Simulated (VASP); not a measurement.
# PbSe (Pm-3m) in VASP: further runs

Runs on PbSe. Level: r2SCAN. Tasks: single point, relaxation of cell and atoms.

Everything below comes from runs of VASP 6.6.1. Logs are shortened: lines on timing, memory, paths and dates and some standing lists are left out, and cuts for length are marked.

## Step 1: The cell of the first run

It takes space group Pm-3m (No. 221, cubic). Conventional cell: a = 3.768 Å, b = 3.768 Å, c = 3.768 Å, α = 90.00°, β = 90.00°, γ = 90.00°. Pb (site symmetry m-3m) has 8 Se at 3.26 Å and 6 Pb at 3.77 Å within 4.3 Å. Se (site symmetry m-3m) has 8 Pb at 3.26 Å and 6 Se at 3.77 Å within 4.3 Å.

## Step 2: Single point, r2SCAN

Contents of POSCAR:

```
PbSe
1.0
    3.7681577394      0.0000000000      0.0000000000
    0.0000000000      3.7681577394      0.0000000000
    0.0000000000      0.0000000000      3.7681577394
Pb Se
1 1
Direct
    0.0000000000      0.0000000000      0.0000000000
    0.5000000000      0.5000000000      0.5000000000
```

Contents of INCAR.step1:

```
SYSTEM = PbSe
PREC = Accurate
ENCUT = 520
ISMEAR = -1
SIGMA = 0.02
LREAL = .False.
LASPH = .True.
NELM = 80
NBANDS = 17
GGA = PE
ALGO = Normal
EDIFF = 1E-4
LWAVE = .True.
LCHARG = .False.
```

Contents of INCAR.step2:

```
SYSTEM = PbSe
PREC = Accurate
ENCUT = 520
EDIFF = 1E-6
ISMEAR = -1
SIGMA = 0.02
LREAL = .False.
LASPH = .True.
NELM = 80
ALGO = Normal
ISIF = 2
LWAVE = .False.
LCHARG = .False.
METAGGA = R2SCAN
LMIXTAU = .True.
NBANDS = 17
ISTART = 1
```

Contents of KPOINTS:

```
regular mesh
0
Gamma
  8 8 8
  0 0 0
```

Potentials or basis: VASP PAW PBE potentials, release 64 (Pb_d, Se).

Launch:

```console
cat potpaw_PBE.64/Pb_d/POTCAR potpaw_PBE.64/Se/POTCAR > POTCAR
cp INCAR.step1 INCAR
mpirun -np 1 vasp_std > vasp.out
cp INCAR.step2 INCAR
mpirun -np 1 vasp_std > vasp.out
```

OUTCAR:

```text
SYSTEM = PbSe
   PREC = Accurate
   ENCUT = 520
   EDIFF = 1E-6
   ISMEAR = -1
   LREAL = .False.
   LASPH = .True.
   NELM = 80
   ISIF = 2
   METAGGA = R2SCAN
   ISTART = 1

 ion  position               nearest neighbor table
   1  0.000  0.000  0.000-   2 3.26   2 3.26   2 3.26   2 3.26   2 3.26   2 3.26   2 3.26   2 3.26

   2  0.500  0.500  0.500-   1 3.26   1 3.26   1 3.26   1 3.26   1 3.26   1 3.26   1 3.26   1 3.26

  LATTYP: Found a simple cubic cell.
 ALAT       =     3.7681577394

  Lattice vectors:

 A1 = (   3.7681577394,   0.0000000000,   0.0000000000)
 A2 = (   0.0000000000,   3.7681577394,   0.0000000000)
 A3 = (   0.0000000000,   0.0000000000,   3.7681577394)

Analysis of symmetry for initial positions (statically):
=====================================================================
 Subroutine PRICEL returns:
 Original cell was already a primitive cell.

 Routine SETGRP: Setting up the symmetry group for a
 simple cubic supercell.

 Subroutine GETGRP returns: Found 48 space group operations
 (whereof 48 operations were pure point group operations)
 out of a pool of 48 trial point group operations.

The static configuration has the point symmetry O_h .

Analysis of symmetry for dynamics (positions and initial velocities):
=====================================================================
 Subroutine PRICEL returns:
 Original cell was already a primitive cell.

 Routine SETGRP: Setting up the symmetry group for a
 simple cubic supercell.

 Subroutine GETGRP returns: Found 48 space group operations
 (whereof 48 operations were pure point group operations)
 out of a pool of 48 trial point group operations.

The dynamic configuration has the point symmetry O_h .

 Subroutine INISYM returns: Found 48 space group operations
 (whereof 48 operations are pure point group operations),
 and found     1 'primitive' translations

----------------------------------------------------------------------------------------

                                     Primitive cell

  volume of cell :      53.5041

  direct lattice vectors                    reciprocal lattice vectors
     3.768157739  0.000000000  0.000000000     0.265381672  0.000000000  0.000000000
     0.000000000  3.768157739  0.000000000     0.000000000  0.265381672  0.000000000
     0.000000000  0.000000000  3.768157739     0.000000000  0.000000000  0.265381672

  length of vectors
     3.768157739  3.768157739  3.768157739     0.265381672  0.265381672  0.265381672

  position of ions in fractional coordinates (direct lattice)
     0.000000000  0.000000000  0.000000000
     0.500000000  0.500000000  0.500000000

  ion indices of the primitive-cell ions
   primitive index   ion index
                 1           1
                 2           2

----------------------------------------------------------------------------------------

 KPOINTS: regular mesh

Automatic generation of k-mesh.
 Grid dimensions read from file:
 generate k-points for:    8    8    8

 Generating k-lattice:

  Cartesian coordinates                     Fractional coordinates (reciprocal lattice)
     0.033172709  0.000000000  0.000000000     0.125000000  0.000000000  0.000000000
     0.000000000  0.033172709  0.000000000     0.000000000  0.125000000  0.000000000
     0.000000000  0.000000000  0.033172709     0.000000000  0.000000000  0.125000000

  Length of vectors
     0.033172709  0.033172709  0.033172709

  Shift w.r.t. Gamma in fractional coordinates (k-lattice)
     0.000000000  0.000000000  0.000000000

 Subroutine IBZKPT returns following result:
 ===========================================

 Found     35 irreducible k-points:

 Following reciprocal coordinates:
            Coordinates               Weight
  0.000000  0.000000  0.000000      1.000000
  0.125000  0.000000  0.000000      6.000000
  0.250000  0.000000  0.000000      6.000000
  0.375000  0.000000  0.000000      6.000000
  0.500000  0.000000  0.000000      3.000000
  0.125000  0.125000  0.000000     12.000000
[... 16 lines left out ...]
  0.375000  0.375000  0.125000     24.000000
  0.500000  0.375000  0.125000     24.000000
 [... further k-points ...]
   k-points           NKPTS =     35   k-points in BZ     NKDIM =     35   number of bands    NBANDS=     17
   number of dos      NEDOS =    301   number of ions     NIONS =      2
   total plane-waves  NPLWV =  21952
   dimension x,y,z NGX =    28 NGY =   28 NGZ =   28
   dimension x,y,z NGXF=    56 NGYF=   56 NGZF=   56
   ions per type =               1   1
   NGX,Y,Z   is equivalent  to a cutoff of  12.35, 12.35, 12.35 a.u.
   NGXF,Y,Z  is equivalent  to a cutoff of  24.71, 24.71, 24.71 a.u.
 SYSTEM =  PbSe
   PREC   = accura    normal or accurate (medium, high low for compatibility)
   ISTART =      1    job   : 0-new  1-cont  2-samecut
   ICHARG =      0    charge: 1-file 2-atom 10-const
   ISPIN  =      1    spin polarized calculation?
   LNONCOLLINEAR =      F non collinear calculations
   LSORBIT =      F    spin-orbit coupling
   LASPH  =      T    aspherical Exc in radial PAW
   ENCUT  =  520.0 eV  38.22 Ry    6.18 a.u.   7.01  7.01  7.01*2*pi/ulx,y,z
   NELM   =     80;   NELMIN=  2; NELMDL=  0     # of ELM steps
   EDIFF  = 0.1E-05   stopping-criterion for ELM
   LREAL  =      F    real-space projection
   EDIFFG = 0.1E-04   stopping-criterion for IOM
   NSW    =      0    number of steps for IOM
   IBRION =     -1    ionic relax: 0-MD 1-quasi-New 2-CG
   NFREE  =      0    steps in history (QN), initial steepest desc. (CG)
   ISIF   =      2    stress and relaxation
   ISYM   =      2    0-nonsym 1-usesym 2-fastsym
   POTIM  = 0.5000    time-step for ionic-motion
   TEBEG  =    0.0;   TEEND  =   0.0 temperature during run
   PSTRESS=    0.0 pullay stress
   NELECT =      20.0000    total number of electrons
   NUPDOWN=      -1.0000    fix difference up-down
   EMIN   =  10.00;   EMAX   =-10.00  energy-range for DOS
   EFERMI =   0.00;   METHOD = LEGACY
   ISMEAR =    -1;   SIGMA  =   0.02  broadening in eV -4-tet -1-fermi 0-gaus
   EFERMI_NEDOS =   21; number of points for ismear=-14 and -15
   IALGO  =     38    algorithm
   IMIX   =      4    mixing-type and parameters
     AMIX     =   0.40;   BMIX     =  1.00
     AMIX_MAG =   1.60;   BMIX_MAG =  1.00
  volume/ion in A,a.u.               =      26.75       180.53
  Fermi-wavevector in a.u.,A,eV,Ry     =   1.179295  2.228544 18.922118  1.390736
  Thomas-Fermi vector in A             =   2.315608
   LORBIT       =      0    0 simple, 1 ext, 2 COOP (PROOUT), +10 PAW based schemes
   METAGGA = R2SCAN    functional components
   LHFCALC =     F    Hartree Fock is set to
   AEXX    =    0.0000 exact exchange contribution
   IVDW    =     0    specifies the selected vdW correction
   LEPSILON=     F    determine dielectric tensor
   LRPA    =     F    only Hartree local field effects (RPA)
 non-spin polarized calculation
  energy-cutoff  :      520.00
  volume of cell :       53.50
 maximum number of plane-waves:      1472
   NGX = 15   NGY = 15   NGZ = 15

 number of electron      20.0000011 magnetization

 Free energy of the ion-electron system (eV)
  ---------------------------------------------------
  ext. energy  EPLUGINS =         0.00000000
  ---------------------------------------------------
  free energy    TOTEN  =       -71.41372198 eV

  energy without entropy =      -71.41212940  energy(sigma->0) =      -71.41292569

 E-fermi :   5.3288     XC(G=0): -10.5222

 val. band max:        5.2821899035   @ k =   0.5000   0.3750   0.3750
 cond. band min:       5.3350417370   @ k =   0.2500   0.1250   0.1250
 fundamental gap:      0.0528518335
 Fermi energy:         5.3287833957

 k-point     1 :       0.0000    0.0000    0.0000
  band No.  band energies     occupation
      1     -12.3112      2.00000
      2     -12.3112      2.00000
      3     -12.1532      2.00000
      4     -12.1532      2.00000
      5     -12.1532      2.00000
      6      -8.4547      2.00000
[... 9 lines left out ...]
     16      17.6824      0.00000
     17      18.7441      0.00000

 k-point     2 :       0.1250    0.0000    0.0000
  band No.  band energies     occupation
      1     -12.3102      2.00000
      2     -12.2937      2.00000
      3     -12.1598      2.00000
      4     -12.1598      2.00000
      5     -12.1526      2.00000
      6      -8.3339      2.00000
[... 9 lines left out ...]
     16      18.2899      0.00000
     17      18.3638      0.00000

 k-point     3 :       0.2500    0.0000    0.0000
  band No.  band energies     occupation
      1     -12.3078      2.00000
      2     -12.2516      2.00000
      3     -12.1757      2.00000
      4     -12.1757      2.00000
      5     -12.1511      2.00000
      6      -7.9990      2.00000
[... 9 lines left out ...]
     16      16.5390      0.00000
     17      18.3357      0.00000

 k-point     4 :       0.3750    0.0000    0.0000
  band No.  band energies     occupation
      1     -12.3053      2.00000
      2     -12.2097      2.00000
      3     -12.1915      2.00000
      4     -12.1915      2.00000
      5     -12.1497      2.00000
      6      -7.5670      2.00000
[... 9 lines left out ...]
     16      16.9594      0.00000
     17      18.9636      0.00000

 k-point     5 :       0.5000    0.0000    0.0000
  band No.  band energies     occupation
      1     -12.3043      2.00000
      2     -12.1980      2.00000
      3     -12.1980      2.00000
      4     -12.1923      2.00000
      5     -12.1490      2.00000
      6      -7.3368      2.00000
[... 9 lines left out ...]
     16      18.9300      0.00000
     17      19.6373      0.00000

 k-point     6 :       0.1250    0.1250    0.0000
  band No.  band energies     occupation
      1     -12.3011      2.00000
      2     -12.2842      2.00000
      3     -12.1677      2.00000
      4     -12.1598      2.00000
      5     -12.1584      2.00000
      6      -8.2144      2.00000
[... 9 lines left out ...]
     16      16.9584      0.00000
     17      17.3626      0.00000

 k-point     7 :       0.2500    0.1250    0.0000
  band No.  band energies     occupation
      1     -12.2957      2.00000
      2     -12.2446      2.00000
      3     -12.1865      2.00000
      4     -12.1748      2.00000
      5     -12.1573      2.00000
      6      -7.8852      2.00000
[... 9 lines left out ...]
     16      16.3656      0.00000
     17      16.9869      0.00000

 k-point     8 :       0.3750    0.1250    0.0000
  band No.  band energies     occupation
      1     -12.2928      2.00000
      2     -12.2051      2.00000
      3     -12.2027      2.00000
      4     -12.1902      2.00000
      5     -12.1556      2.00000
      6      -7.4659      2.00000
[... 9 lines left out ...]
     16      17.1269      0.00000
     17      17.2827      0.00000
[... 203 lines left out ...]
      1     -12.2776      2.00000
      2     -12.2156      2.00000
      3     -12.2053      2.00000
      4     -12.1799      2.00000
      5     -12.1610      2.00000
      6      -7.1623      2.00000
[... 9 lines left out ...]
     16      16.2336      0.00000
     17      16.6101      0.00000

 k-point    20 :       0.2500    0.2500    0.1250
  band No.  band energies     occupation
      1     -12.2591      2.00000
      2     -12.2162      2.00000
      3     -12.2108      2.00000
      4     -12.1827      2.00000
      5     -12.1785      2.00000
      6      -7.4799      2.00000
[... 9 lines left out ...]
     16      16.5247      0.00000
     17      17.2393      0.00000

 k-point    21 :       0.3750    0.2500    0.1250
  band No.  band energies     occupation
      1     -12.2517      2.00000
      2     -12.2346      2.00000
      3     -12.1972      2.00000
      4     -12.1795      2.00000
      5     -12.1754      2.00000
      6      -7.1232      2.00000
[... 9 lines left out ...]
     16      15.9979      0.00000
     17      17.4549      0.00000

 k-point    22 :       0.5000    0.2500    0.1250
  band No.  band energies     occupation
      1     -12.2498      2.00000
      2     -12.2444      2.00000
      3     -12.2038      2.00000
      4     -12.1765      2.00000
      5     -12.1599      2.00000
      6      -6.9478      2.00000
[... 9 lines left out ...]
     16      15.5645      0.00000
     17      17.7910      0.00000

 k-point    23 :       0.3750    0.3750    0.1250
  band No.  band energies     occupation
      1     -12.2634      2.00000
      2     -12.2360      2.00000
      3     -12.1941      2.00000
      4     -12.1920      2.00000
      5     -12.1459      2.00000
      6      -6.8418      2.00000
[... 9 lines left out ...]
     16      16.0611      0.00000
     17      17.5591      0.00000

 k-point    24 :       0.5000    0.3750    0.1250
  band No.  band energies     occupation
      1     -12.2751      2.00000
      2     -12.2319      2.00000
      3     -12.1994      2.00000
      4     -12.1913      2.00000
      5     -12.1305      2.00000
      6      -6.7120      2.00000
[... 9 lines left out ...]
     16      16.1622      0.00000
     17      17.5776      0.00000

 [... further k-points ...]
[... 5 lines left out ...]
  --------------------------------------------------------------------------------------
  -------------------------------------------------------------------------------------
  Total       -0.0995068     -0.0995068     -0.0995068      0.0000000      0.0000000      0.0000000
  in kB       -2.9797251     -2.9797251     -2.9797251      0.0000000      0.0000000      0.0000000
  external PRESSURE =      -2.9797251 kB  Pullay stress =       0.0000000 kB

 VOLUME and BASIS-vectors are now :
 -----------------------------------------------------------------------------
  energy-cutoff  :      520.00
  volume of cell :       53.50
      direct lattice vectors                 reciprocal lattice vectors
     3.768157739  0.000000000  0.000000000     0.265381672  0.000000000  0.000000000
     0.000000000  3.768157739  0.000000000     0.000000000  0.265381672  0.000000000
     0.000000000  0.000000000  3.768157739     0.000000000  0.000000000  0.265381672

 POSITION                                       TOTAL-FORCE (eV/Angst)
 -----------------------------------------------------------------------------------
      0.00000      0.00000      0.00000         0.000000      0.000000      0.000000
      1.88408      1.88408      1.88408         0.000000      0.000000      0.000000
 -----------------------------------------------------------------------------------
    total drift:                               -0.000000      0.000000      0.000000

  FREE ENERGIE OF THE ION-ELECTRON SYSTEM (eV)
  ---------------------------------------------------
  free  energy   TOTEN  =       -71.4137219828 eV

  energy  without entropy=      -71.4121294046  energy(sigma->0) =      -71.41292569
```

Run time: 76 s. Hardware: 1 thread of Intel Xeon 6975P-C, shared host; peak memory 0.19 GiB.

What came out:

```
Free energy            : -71.4137 eV
Pressure               : -0.3 GPa
Band gap on the k mesh : zero (band 10 reaches 5.33 eV, above the bottom of band 11 at 4.89 eV)
```

Caveat: the PAW data sets were made with another functional, which shifts forces and pressure a little; spin-orbit coupling is left out, which moves the levels of the heavy elements.

(Continued in part 2 of 2.)
